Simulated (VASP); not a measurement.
# SnTe (Fm-3m) in VASP: single point with PBE

Aim: the single point of SnTe with PBE.

Program: VASP 6.6.1. These are calculated values, not measurements. Logs are shortened: lines on timing, memory, paths and dates and some standing lists are left out, and cuts for length are marked.

**1. The cell of the first run**

The structure is cubic, space group Fm-3m (No. 225). The conventional cell has a = 6.309 Å, b = 6.309 Å, c = 6.309 Å, α = 90.00°, β = 90.00°, γ = 90.00°. Within 4.2 Å of Te (site symmetry m-3m) lie 6 Sn at 3.15 Å. Within 4.2 Å of Sn (site symmetry m-3m) lie 6 Te at 3.15 Å.

**2. Single point, PBE**

The input, INCAR:

```
PREC = Accurate
ENCUT = 520
EDIFF = 1E-7
ISMEAR = -1
SIGMA = 0.1
LREAL = F
LASPH = T
NELM = 60
ALGO = Normal
ISIF = 2
LWAVE = F
LCHARG = T
GGA = PE
LELF = T
LVHAR = T
NBANDS = 17
```

The input, KPOINTS:

```
regular mesh
0
Gamma
  9 9 9
```

The input, POSCAR:

```
SnTe
1.0
    0.0000000000      3.1542540000      3.1542540000
    3.1542540000      0.0000000000      3.1542540000
    3.1542540000      3.1542540000      0.0000000000
Te Sn
1 1
Direct
    0.5000000000      0.5000000000      0.5000000000
    0.0000000000      0.0000000000      0.0000000000
```

Potentials or basis: VASP PAW PBE potentials, release 64 (Te, Sn_d).

The run is started by

```console
$ cat potpaw_PBE.64/Te/POTCAR potpaw_PBE.64/Sn_d/POTCAR > POTCAR
$ mpirun -np 1 vasp_std > vasp.out
```

OUTCAR:

```text
PREC = Accurate
   ENCUT = 520
   EDIFF = 1E-7
   ISMEAR = -1
   LREAL = F
   LASPH = T
   NELM = 60
   ISIF = 2
   GGA = PE

 ion  position               nearest neighbor table
   1  0.500  0.500  0.500-   2 3.15   2 3.15   2 3.15   2 3.15   2 3.15   2 3.15
   2  0.000  0.000  0.000-   1 3.15   1 3.15   1 3.15   1 3.15   1 3.15   1 3.15

  LATTYP: Found a face centered cubic cell.
 ALAT       =     6.3085080000

  Lattice vectors:

 A1 = (   0.0000000000,   3.1542540000,   3.1542540000)
 A2 = (   3.1542540000,   0.0000000000,   3.1542540000)
 A3 = (   3.1542540000,   3.1542540000,   0.0000000000)

Analysis of symmetry for initial positions (statically):
=====================================================================
 Subroutine PRICEL returns:
 Original cell was already a primitive cell.

 Routine SETGRP: Setting up the symmetry group for a
 face centered cubic supercell.

 Subroutine GETGRP returns: Found 48 space group operations
 (whereof 48 operations were pure point group operations)
 out of a pool of 48 trial point group operations.

The static configuration has the point symmetry O_h .

Analysis of symmetry for dynamics (positions and initial velocities):
=====================================================================
 Subroutine PRICEL returns:
 Original cell was already a primitive cell.

 Routine SETGRP: Setting up the symmetry group for a
 face centered cubic supercell.

 Subroutine GETGRP returns: Found 48 space group operations
 (whereof 48 operations were pure point group operations)
 out of a pool of 48 trial point group operations.

The dynamic configuration has the point symmetry O_h .

 Subroutine INISYM returns: Found 48 space group operations
 (whereof 48 operations are pure point group operations),
 and found     1 'primitive' translations

----------------------------------------------------------------------------------------

                                     Primitive cell

  volume of cell :      62.7654

  direct lattice vectors                    reciprocal lattice vectors
     0.000000000  3.154254000  3.154254000    -0.158516087  0.158516087  0.158516087
     3.154254000  0.000000000  3.154254000     0.158516087 -0.158516087  0.158516087
     3.154254000  3.154254000  0.000000000     0.158516087  0.158516087 -0.158516087

  length of vectors
     4.460788786  4.460788786  4.460788786     0.274557916  0.274557916  0.274557916

  position of ions in fractional coordinates (direct lattice)
     0.500000000  0.500000000  0.500000000
     0.000000000  0.000000000  0.000000000

  ion indices of the primitive-cell ions
   primitive index   ion index
                 1           1
                 2           2

----------------------------------------------------------------------------------------

 KPOINTS: regular mesh

Automatic generation of k-mesh.
 Grid dimensions read from file:
 generate k-points for:    9    9    9

 Generating k-lattice:

  Cartesian coordinates                     Fractional coordinates (reciprocal lattice)
    -0.017612899  0.017612899  0.017612899     0.111111111  0.000000000  0.000000000
     0.017612899 -0.017612899  0.017612899     0.000000000  0.111111111  0.000000000
     0.017612899  0.017612899 -0.017612899     0.000000000  0.000000000  0.111111111

  Length of vectors
     0.030506435  0.030506435  0.030506435

  Shift w.r.t. Gamma in fractional coordinates (k-lattice)
     0.000000000  0.000000000  0.000000000

 Subroutine IBZKPT returns following result:
 ===========================================

 Found     35 irreducible k-points:

 Following reciprocal coordinates:
            Coordinates               Weight
  0.000000  0.000000  0.000000      1.000000
  0.111111  0.000000  0.000000      8.000000
  0.222222  0.000000  0.000000      8.000000
  0.333333  0.000000  0.000000      8.000000
  0.444444  0.000000  0.000000      8.000000
  0.111111  0.111111  0.000000      6.000000
[... 16 lines left out ...]
 -0.333333  0.333333  0.000000     12.000000
  0.444444  0.444444  0.000000      6.000000
 [... further k-points ...]
   k-points           NKPTS =     35   k-points in BZ     NKDIM =     35   number of bands    NBANDS=     17
   number of dos      NEDOS =    301   number of ions     NIONS =      2
   total plane-waves  NPLWV =  46656
   dimension x,y,z NGX =    36 NGY =   36 NGZ =   36
   dimension x,y,z NGXF=    72 NGYF=   72 NGZF=   72
   ions per type =               1   1
   NGX,Y,Z   is equivalent  to a cutoff of  13.42, 13.42, 13.42 a.u.
   NGXF,Y,Z  is equivalent  to a cutoff of  26.83, 26.83, 26.83 a.u.
 SYSTEM =  unknown system
   PREC   = accura    normal or accurate (medium, high low for compatibility)
   ISTART =      0    job   : 0-new  1-cont  2-samecut
   ICHARG =      2    charge: 1-file 2-atom 10-const
   ISPIN  =      1    spin polarized calculation?
   LNONCOLLINEAR =      F non collinear calculations
   LSORBIT =      F    spin-orbit coupling
   LASPH  =      T    aspherical Exc in radial PAW
   ENCUT  =  520.0 eV  38.22 Ry    6.18 a.u.   8.29  8.29  8.29*2*pi/ulx,y,z
   NELM   =     60;   NELMIN=  2; NELMDL= -5     # of ELM steps
   EDIFF  = 0.1E-06   stopping-criterion for ELM
   LREAL  =      F    real-space projection
   EDIFFG = 0.1E-05   stopping-criterion for IOM
   NSW    =      0    number of steps for IOM
   IBRION =     -1    ionic relax: 0-MD 1-quasi-New 2-CG
   NFREE  =      0    steps in history (QN), initial steepest desc. (CG)
   ISIF   =      2    stress and relaxation
   ISYM   =      2    0-nonsym 1-usesym 2-fastsym
   POTIM  = 0.5000    time-step for ionic-motion
   TEBEG  =    0.0;   TEEND  =   0.0 temperature during run
   PSTRESS=    0.0 pullay stress
   NELECT =      20.0000    total number of electrons
   NUPDOWN=      -1.0000    fix difference up-down
   EMIN   =  10.00;   EMAX   =-10.00  energy-range for DOS
   EFERMI =   0.00;   METHOD = LEGACY
   ISMEAR =    -1;   SIGMA  =   0.10  broadening in eV -4-tet -1-fermi 0-gaus
   EFERMI_NEDOS =   21; number of points for ismear=-14 and -15
   IALGO  =     38    algorithm
   IMIX   =      4    mixing-type and parameters
     AMIX     =   0.40;   BMIX     =  1.00
     AMIX_MAG =   1.60;   BMIX_MAG =  1.00
  volume/ion in A,a.u.               =      31.38       211.78
  Fermi-wavevector in a.u.,A,eV,Ry     =   1.118179  2.113053 17.011708  1.250325
  Thomas-Fermi vector in A             =   2.254808
   LORBIT       =      0    0 simple, 1 ext, 2 COOP (PROOUT), +10 PAW based schemes
   GGA     = PE    functional components
   LHFCALC =     F    Hartree Fock is set to
   AEXX    =    0.0000 exact exchange contribution
   IVDW    =     0    specifies the selected vdW correction
   LEPSILON=     F    determine dielectric tensor
   LRPA    =     F    only Hartree local field effects (RPA)
 non-spin polarized calculation
  energy-cutoff  :      520.00
  volume of cell :       62.77
 maximum number of plane-waves:      1708
 NGX is ok and might be reduce to    36
   NGX = 17   NGY = 17   NGZ = 17

 number of electron      19.9999999 magnetization

 Free energy of the ion-electron system (eV)
  ---------------------------------------------------
  ext. energy  EPLUGINS =         0.00000000
  ---------------------------------------------------
  free energy    TOTEN  =        -7.54807029 eV

  energy without entropy =       -7.54415773  energy(sigma->0) =       -7.54611401

 E-fermi :   6.9356     XC(G=0):  -9.4800

 val. band max:        6.7351054499   @ k =   0.4444   0.0000   0.0000
 cond. band min:       7.2497117681   @ k =   0.4444   0.0000   0.0000
 fundamental gap:      0.5146063182
 Fermi energy:         6.9356203461

 k-point     1 :       0.0000    0.0000    0.0000
  band No.  band energies     occupation
      1     -14.9837      2.00000
      2     -14.9837      2.00000
      3     -14.9781      2.00000
      4     -14.9781      2.00000
      5     -14.9781      2.00000
      6      -5.8638      2.00000
[... 9 lines left out ...]
     16      11.6731      0.00000
     17      13.7537      0.00000

 k-point     2 :       0.1111    0.0000    0.0000
  band No.  band energies     occupation
      1     -14.9842      2.00000
      2     -14.9842      2.00000
      3     -14.9779      2.00000
      4     -14.9774      2.00000
      5     -14.9774      2.00000
      6      -5.7601      2.00000
[... 9 lines left out ...]
     16      11.9289      0.00000
     17      14.5452      0.00000

 k-point     3 :       0.2222    0.0000    0.0000
  band No.  band energies     occupation
      1     -14.9857      2.00000
      2     -14.9856      2.00000
      3     -14.9774      2.00000
      4     -14.9755      2.00000
      5     -14.9755      2.00000
      6      -5.4635      2.00000
[... 9 lines left out ...]
     16      12.6380      0.00000
     17      16.2226      0.00000

 k-point     4 :       0.3333    0.0000    0.0000
  band No.  band energies     occupation
      1     -14.9875      2.00000
      2     -14.9875      2.00000
      3     -14.9769      2.00000
      4     -14.9730      2.00000
      5     -14.9730      2.00000
      6      -5.0349      2.00000
[... 9 lines left out ...]
     16      13.7480      0.00000
     17      17.6038      0.00000
[... 343 lines left out ...]
      1     -14.9968      2.00000
      2     -14.9823      2.00000
      3     -14.9788      2.00000
      4     -14.9699      2.00000
      5     -14.9688      2.00000
      6      -4.2998      2.00000
[... 9 lines left out ...]
     16      15.7624      0.00000
     17      17.8866      0.00000

 k-point    23 :      -0.3333    0.3333    0.0000
  band No.  band energies     occupation
      1     -14.9940      2.00000
      2     -14.9847      2.00000
      3     -14.9759      2.00000
      4     -14.9719      2.00000
      5     -14.9700      2.00000
      6      -4.3105      2.00000
[... 9 lines left out ...]
     16      14.5644      0.00000
     17      16.8648      0.00000

 k-point    24 :       0.4444    0.4444    0.0000
  band No.  band energies     occupation
      1     -15.0003      2.00000
      2     -14.9818      2.00000
      3     -14.9792      2.00000
      4     -14.9678      2.00000
      5     -14.9678      2.00000
      6      -4.3591      2.00000
[... 9 lines left out ...]
     16      17.0408      0.00000
     17      17.9769      0.00000

 [... further k-points ...]
[... 5 lines left out ...]
  --------------------------------------------------------------------------------------
  -------------------------------------------------------------------------------------
  Total        0.8207632      0.8207632      0.8207632      0.0000000      0.0000000      0.0000000
  in kB       20.9511801     20.9511801     20.9511801      0.0000000      0.0000000      0.0000000
  external PRESSURE =      20.9511801 kB  Pullay stress =       0.0000000 kB

 VOLUME and BASIS-vectors are now :
 -----------------------------------------------------------------------------
  energy-cutoff  :      520.00
  volume of cell :       62.77
      direct lattice vectors                 reciprocal lattice vectors
     0.000000000  3.154254000  3.154254000    -0.158516087  0.158516087  0.158516087
     3.154254000  0.000000000  3.154254000     0.158516087 -0.158516087  0.158516087
     3.154254000  3.154254000  0.000000000     0.158516087  0.158516087 -0.158516087

 POSITION                                       TOTAL-FORCE (eV/Angst)
 -----------------------------------------------------------------------------------
      3.15425      3.15425      3.15425        -0.000000      0.000000      0.000000
      0.00000      0.00000      0.00000         0.000000     -0.000000     -0.000000
 -----------------------------------------------------------------------------------
    total drift:                               -0.000000      0.000000      0.000000

  FREE ENERGIE OF THE ION-ELECTRON SYSTEM (eV)
  ---------------------------------------------------
  free  energy   TOTEN  =        -7.5480702905 eV

  energy  without entropy=       -7.5441577298  energy(sigma->0) =       -7.54611401
```

It took 66 s on 1 thread of AMD EPYC 7R13, shared host; peak memory 0.19 GiB.

What came out:

```yaml
Free_energy: -7.5481 eV
Pressure: 2.1 GPa
```

Caveat: this odd mesh misses L, where the gap lies, so gap, dielectric constants and Born charges aren't listed; spin-orbit coupling is left out, which moves the levels of the heavy elements.
